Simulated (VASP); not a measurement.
# KF (R-3m) in VASP: a series of runs, part 2 of 2

VASP 6.6.1. The steps go on from the part before.

## 4. Single point, r2SCAN

This run uses another cell than the first one, of the same volume but with other edges.

File POSCAR:

```
KF
1.0
    0.6516780330      3.0358659586      3.0358659586
    3.0358659586      0.6516780330      3.0358659586
    3.0358659586      3.0358659586      0.6516780330
K F
1 1
Direct
    0.0000000000      0.0000000000      0.0000000000
    0.5000000000      0.5000000000      0.5000000000
```

File INCAR.step1:

```
SYSTEM = KF
PREC = Accurate
ENCUT = 520
ISMEAR = 0
SIGMA = 0.05
LREAL = .FALSE.
LASPH = .TRUE.
NELM = 60
NBANDS = 15
GGA = PE
ALGO = Normal
EDIFF = 1E-4
LWAVE = .TRUE.
LCHARG = .FALSE.
```

File INCAR.step2:

```
SYSTEM = KF
PREC = Accurate
ENCUT = 520
EDIFF = 1E-6
ISMEAR = 0
SIGMA = 0.05
LREAL = .FALSE.
LASPH = .TRUE.
NELM = 60
ALGO = Normal
ISIF = 2
LWAVE = .FALSE.
LCHARG = .TRUE.
METAGGA = R2SCAN
LMIXTAU = .TRUE.
LELF = .TRUE.
LVHAR = .TRUE.
NBANDS = 15
ISTART = 1
```

File KPOINTS:

```
Automatic mesh
0
G
  8 8 8
  0 0 0
```

Potentials or basis: VASP PAW PBE potentials, release 64 (K_sv, F).

Started as:

```sh
cat potpaw_PBE.64/K_sv/POTCAR potpaw_PBE.64/F/POTCAR > POTCAR
cp INCAR.step1 INCAR
mpirun -np 1 vasp_std > vasp.out
cp INCAR.step2 INCAR
mpirun -np 1 vasp_std > vasp.out
```

OUTCAR:

```text
SYSTEM = KF
   PREC = Accurate
   ENCUT = 520
   EDIFF = 1E-6
   ISMEAR = 0
   LREAL = .FALSE.
   LASPH = .TRUE.
   NELM = 60
   ISIF = 2
   METAGGA = R2SCAN
   ISTART = 1

 ion  position               nearest neighbor table
   1  0.000  0.000  0.000-   2 2.75   2 2.75   2 2.75   2 2.75   2 2.75   2 2.75
   2  0.500  0.500  0.500-   1 2.75   1 2.75   1 2.75   1 2.75   1 2.75   1 2.75

  LATTYP: Found a trigonal (rhomboedric) cell.
 ALAT       =     4.3425394064
 COS(alpha) =     0.6985651702

  Lattice vectors:

 A1 = (   0.6516780330,   3.0358659586,   3.0358659586)
 A2 = (   3.0358659586,   0.6516780330,   3.0358659586)
 A3 = (   3.0358659586,   3.0358659586,   0.6516780330)

Analysis of symmetry for initial positions (statically):
=====================================================================
 Subroutine PRICEL returns:
 Original cell was already a primitive cell.

 Routine SETGRP: Setting up the symmetry group for a
 trigonal (rhombohedral) supercell.

 Subroutine GETGRP returns: Found 12 space group operations
 (whereof 12 operations were pure point group operations)
 out of a pool of 12 trial point group operations.

The static configuration has the point symmetry D_3d.

Analysis of symmetry for dynamics (positions and initial velocities):
=====================================================================
 Subroutine PRICEL returns:
 Original cell was already a primitive cell.

 Routine SETGRP: Setting up the symmetry group for a
 trigonal (rhombohedral) supercell.

 Subroutine GETGRP returns: Found 12 space group operations
 (whereof 12 operations were pure point group operations)
 out of a pool of 12 trial point group operations.

The dynamic configuration has the point symmetry D_3d.

 Subroutine INISYM returns: Found 12 space group operations
 (whereof 12 operations are pure point group operations),
 and found     1 'primitive' translations

----------------------------------------------------------------------------------------

                                     Primitive cell

  volume of cell :      38.2182

  direct lattice vectors                    reciprocal lattice vectors
     0.651678033  3.035865959  3.035865959    -0.230041999  0.189388025  0.189388025
     3.035865959  0.651678033  3.035865959     0.189388025 -0.230041999  0.189388025
     3.035865959  3.035865959  0.651678033     0.189388025  0.189388025 -0.230041999

  length of vectors
     4.342539406  4.342539406  4.342539406     0.353065107  0.353065107  0.353065107

  position of ions in fractional coordinates (direct lattice)
     0.000000000  0.000000000  0.000000000
     0.500000000  0.500000000  0.500000000

  ion indices of the primitive-cell ions
   primitive index   ion index
                 1           1
                 2           2

----------------------------------------------------------------------------------------

 KPOINTS: Automatic mesh

Automatic generation of k-mesh.
 Grid dimensions read from file:
 generate k-points for:    8    8    8

 Generating k-lattice:

  Cartesian coordinates                     Fractional coordinates (reciprocal lattice)
    -0.028755250  0.023673503  0.023673503     0.125000000 -0.000000000 -0.000000000
     0.023673503 -0.028755250  0.023673503    -0.000000000  0.125000000 -0.000000000
     0.023673503  0.023673503 -0.028755250    -0.000000000 -0.000000000  0.125000000
[... 41 lines left out ...]
   total plane-waves  NPLWV =  32768
   dimension x,y,z NGX =    32 NGY =   32 NGZ =   32
   dimension x,y,z NGXF=    64 NGYF=   64 NGZF=   64
   ions per type =               1   1
   NGX,Y,Z   is equivalent  to a cutoff of  12.25, 12.25, 12.25 a.u.
   NGXF,Y,Z  is equivalent  to a cutoff of  24.50, 24.50, 24.50 a.u.
 SYSTEM =  KF
   PREC   = accura    normal or accurate (medium, high low for compatibility)
   ISTART =      1    job   : 0-new  1-cont  2-samecut
   ICHARG =      0    charge: 1-file 2-atom 10-const
   ISPIN  =      1    spin polarized calculation?
   LNONCOLLINEAR =      F non collinear calculations
   LSORBIT =      F    spin-orbit coupling
   LASPH  =      T    aspherical Exc in radial PAW
   ENCUT  =  520.0 eV  38.22 Ry    6.18 a.u.   8.07  8.07  8.07*2*pi/ulx,y,z
   NELM   =     60;   NELMIN=  2; NELMDL=  0     # of ELM steps
   EDIFF  = 0.1E-05   stopping-criterion for ELM
   LREAL  =      F    real-space projection
   EDIFFG = 0.1E-04   stopping-criterion for IOM
   NSW    =      0    number of steps for IOM
   IBRION =     -1    ionic relax: 0-MD 1-quasi-New 2-CG
   NFREE  =      0    steps in history (QN), initial steepest desc. (CG)
   ISIF   =      2    stress and relaxation
   ISYM   =      2    0-nonsym 1-usesym 2-fastsym
   POTIM  = 0.5000    time-step for ionic-motion
   TEBEG  =    0.0;   TEEND  =   0.0 temperature during run
   PSTRESS=    0.0 pullay stress
   NELECT =      16.0000    total number of electrons
   NUPDOWN=      -1.0000    fix difference up-down
   EMIN   =  10.00;   EMAX   =-10.00  energy-range for DOS
   EFERMI =   0.00;   METHOD = LEGACY
   ISMEAR =     0;   SIGMA  =   0.05  broadening in eV -4-tet -1-fermi 0-gaus
   EFERMI_NEDOS =   21; number of points for ismear=-14 and -15
   IALGO  =     38    algorithm
   IMIX   =      4    mixing-type and parameters
     AMIX     =   0.40;   BMIX     =  1.00
     AMIX_MAG =   1.60;   BMIX_MAG =  1.00
  volume/ion in A,a.u.               =      19.11       128.95
  Fermi-wavevector in a.u.,A,eV,Ry     =   1.224686  2.314320 20.406766  1.499855
  Thomas-Fermi vector in A             =   2.359751
   LORBIT       =      0    0 simple, 1 ext, 2 COOP (PROOUT), +10 PAW based schemes
   METAGGA = R2SCAN    functional components
   LHFCALC =     F    Hartree Fock is set to
   AEXX    =    0.0000 exact exchange contribution
   IVDW    =     0    specifies the selected vdW correction
   LEPSILON=     F    determine dielectric tensor
   LRPA    =     F    only Hartree local field effects (RPA)
 non-spin polarized calculation
 Gauss-broadening in eV      SIGMA  =   0.05
  energy-cutoff  :      520.00
  volume of cell :       38.22
 maximum number of plane-waves:      1046
   NGX = 17   NGY = 17   NGZ = 17

 number of electron      15.9999999 magnetization

 Free energy of the ion-electron system (eV)
  ---------------------------------------------------
  ext. energy  EPLUGINS =         0.00000000
  ---------------------------------------------------
  free energy    TOTEN  =       -14.58348712 eV

  energy without entropy =      -14.58348712  energy(sigma->0) =      -14.58348712

 E-fermi :  -2.4340     XC(G=0):  -8.9347

 val. band max:       -2.6594555575   @ k =   0.0000   0.0000   0.0000
 cond. band min:       3.2150781662   @ k =   0.0000   0.0000   0.0000
 fundamental gap:      5.8745337237
 Fermi energy:        -2.4339715113

 k-point     1 :       0.0000    0.0000    0.0000
  band No.  band energies     occupation
      1     -31.1135      2.00000
      2     -22.7396      2.00000
      3     -13.5804      2.00000
      4     -13.4207      2.00000
      5     -13.4207      2.00000
      6      -3.1900      2.00000
      7      -2.6595      2.00000
      8      -2.6595      2.00000
      9       3.2151      0.00000
     10       6.6784      0.00000
     11       8.3041      0.00000
     12       8.3041      0.00000
     13      10.5748      0.00000
     14      10.5748      0.00000
[... 401 lines left out ...]
      2     -22.7440      2.00000
      3     -13.8774      2.00000
      4     -13.5186      2.00000
      5     -13.4693      2.00000
      6      -3.4950      2.00000
      7      -3.1915      2.00000
      8      -2.8459      2.00000
      9       5.2717      0.00000
     10       7.2802      0.00000
     11       7.8945      0.00000
     12       9.7720      0.00000
     13      10.2323      0.00000
     14      10.8346      0.00000
     15      14.5496      0.00000

 [... further k-points ...]

------------------------ aborting loop because EDIFF is reached ----------------------------------------

  FORCE on cell =-STRESS in cart. coord.  units (eV):
  Direction    XX          YY          ZZ          XY          YZ          ZX
  --------------------------------------------------------------------------------------
  -------------------------------------------------------------------------------------
  Total       -0.5896344     -0.5896344     -0.5896344     -1.3972921     -1.3972921     -1.3972921
  in kB      -24.7185397    -24.7185397    -24.7185397    -58.5770125    -58.5770125    -58.5770125
  external PRESSURE =     -24.7185397 kB  Pullay stress =       0.0000000 kB

 VOLUME and BASIS-vectors are now :
 -----------------------------------------------------------------------------
  energy-cutoff  :      520.00
  volume of cell :       38.22
      direct lattice vectors                 reciprocal lattice vectors
     0.651678033  3.035865959  3.035865959    -0.230041999  0.189388025  0.189388025
     3.035865959  0.651678033  3.035865959     0.189388025 -0.230041999  0.189388025
     3.035865959  3.035865959  0.651678033     0.189388025  0.189388025 -0.230041999

 POSITION                                       TOTAL-FORCE (eV/Angst)
 -----------------------------------------------------------------------------------
      0.00000      0.00000      0.00000         0.000000      0.000000     -0.000000
      3.36170      3.36170      3.36170         0.000000     -0.000000      0.000000
 -----------------------------------------------------------------------------------
    total drift:                                0.000000     -0.000000      0.000000

  FREE ENERGIE OF THE ION-ELECTRON SYSTEM (eV)
  ---------------------------------------------------
  free  energy   TOTEN  =       -14.5834871247 eV

  energy  without entropy=      -14.5834871247  energy(sigma->0) =      -14.58348712
```

Wall time 65 s (1 thread of Intel Xeon 6975P-C (Granite Rapids), shared host); peak memory 0.2 GiB.

Results:

```
Free energy            : -14.5835 eV
Pressure               : -2.5 GPa
Band gap on the k mesh : 5.87 eV, direct
```

Caveat: the PAW data sets were made with another functional, which shifts forces and pressure a little. A k mesh can miss the band edges.

## 5. Single point, r2SCAN

This run uses another cell than the first one, of the same volume but with other edges.

File POSCAR:

```
KF
1.0
   -0.8452759333      2.3245088166      2.3245088166
    2.3245088166     -0.8452759333      2.3245088166
    2.3245088166      2.3245088166     -0.8452759333
K F
1 1
Direct
    0.0000000000      0.0000000000      0.0000000000
    0.5000000000      0.5000000000      0.5000000000
```

File INCAR.step1:

```
  PREC = Accurate
  ENCUT = 520
  ISMEAR = 0
  SIGMA = 0.05
  LREAL = False
  LASPH = True
  NELM = 80
  NBANDS = 15
  GGA = PE
  ALGO = Normal
  EDIFF = 1E-4
  LWAVE = True
  LCHARG = False
```

File INCAR.step2:

```
  PREC = Accurate
  ENCUT = 520
  EDIFF = 1E-6
  ISMEAR = 0
  SIGMA = 0.05
  LREAL = False
  LASPH = True
  NELM = 80
  ALGO = Normal
  ISIF = 2
  LWAVE = False
  LCHARG = True
  METAGGA = R2SCAN
  LMIXTAU = True
  LELF = True
  LVHAR = True
  NBANDS = 15
  ISTART = 1
```

File KPOINTS:

```
regular mesh
0
Gamma
  8 8 8
```

Started as:

```sh
cat potpaw_PBE.64/K_sv/POTCAR potpaw_PBE.64/F/POTCAR > POTCAR
cp INCAR.step1 INCAR
mpirun -np 1 vasp_std > vasp.out
cp INCAR.step2 INCAR
mpirun -np 1 vasp_std > vasp.out
```

Run time: 62 s. Hardware: 1 thread of Intel Xeon 6975P-C (Granite Rapids), shared host; peak memory 0.17 GiB.

It converged, with:

```yaml
Free_energy: -14.7768 eV
Pressure: -4.0 GPa
Band_gap_on_the_k_mesh: 6.49 eV, direct
```

Stress tensor (GPa, compression positive):
```
-4.03  0.54  0.54
 0.54 -4.03  0.54
 0.54  0.54 -4.03
```

Levels at points of the mesh, in eV from the valence-band top:
| k point | band 5 | band 6 | band 7 | band 8 | band 9 | band 10 | band 11 | band 12 |
| --- | --- | --- | --- | --- | --- | --- | --- | --- |
| (0.00, 0.00, 0.00) | -10.51 | -0.09 | -0.09 | 0.00 | 6.49 | 9.12 | 9.12 | 13.90 |
| (0.50, 0.00, 0.00) | -10.43 | -1.02 | -0.27 | -0.06 | 9.42 | 10.07 | 10.87 | 13.02 |
| (0.50, 0.50, 0.00) | -10.40 | -0.58 | -0.48 | -0.01 | 8.93 | 9.59 | 12.63 | 12.76 |
| (0.50, 0.50, 0.50) | -10.85 | -0.88 | -0.82 | -0.82 | 10.01 | 11.55 | 11.55 | 13.55 |

Caveat: the PAW data sets were made with another functional, which shifts forces and pressure a little. A k mesh can miss the band edges.

## 6. Summary

| cell | gap on the mesh (eV) | pressure (GPa) |
| --- | --- | --- |
| a = 5.198 Å, angles 33.6°, 2 atoms | 2.33 | -3.1 |
| a = 3.468 Å, angles 75.3°, 2 atoms | 6.52 | -2.5 |
| a = 4.343 Å, angles 45.7°, 2 atoms | 5.87 | -2.5 |
| a = 3.394 Å, angles 82.7°, 2 atoms | 6.49 | -4.0 |

Alike in all rows: task single point; level r2SCAN; potentials or basis VASP PAW PBE potentials, release 64 (K_sv, F); no spin polarisation; k mesh 8 × 8 × 8; cutoff (eV) 520; smearing gaussian 0.05 eV.

Caveats: the PAW data sets were made with another functional, which shifts forces and pressure a little.

Total energies depend on the potentials used, so only differences within one code and one set of settings carry meaning.
